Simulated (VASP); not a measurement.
## GaN: single point with PBE

The system is GaN.

```
CELL_PARAMETERS angstrom
3.30003 0.00000 0.00000
-1.65002 2.85791 0.00000
0.00000 0.00000 4.75587
ATOMIC_POSITIONS crystal
Ga 0.33333 0.66667 0.25000
Ga 0.66667 0.33333 0.75000
N 0.66667 0.33333 0.25000
N 0.33333 0.66667 0.75000
```

* Program: VASP 6.6.1
* Task: single point
* Functional: PBE
* Potentials or basis: VASP PAW PBE potentials, release 64 (Ga_d, N)
* Cutoff: 520 eV
* k mesh: 12 × 12 × 6
* Occupations: gaussian, width 0.01 eV
* Spin: non-collinear spin, zero start, spin-orbit coupling
* Starting moments: [[0.0, 0.0, 0.0], [0.0, 0.0, 0.0], [0.0, 0.0, 0.0], [0.0, 0.0, 0.0]] μB

```json
{
  "Pressure": "6.4 GPa",
  "Net moment": "0.00 μB per cell",
  "Valence electrons inside the program's atomic spheres": "Ga 11.81; N 3.75"
}
```

Stress tensor (GPa, compression positive):
```
6.98 0.00 0.00
0.00 6.98 0.00
0.00 0.00 5.12
```

Moments on the atoms (μB; x, y, z):
```
Ga  0.00 0.00 0.00
Ga  0.00 0.00 0.00
N   0.00 0.00 0.00
N   0.00 0.00 0.00
```

It took 13 min on 1 thread of Intel Xeon 8259CL, on a shared host, peak memory 0.44 GiB.

Caveat: the cell stands under pressure.
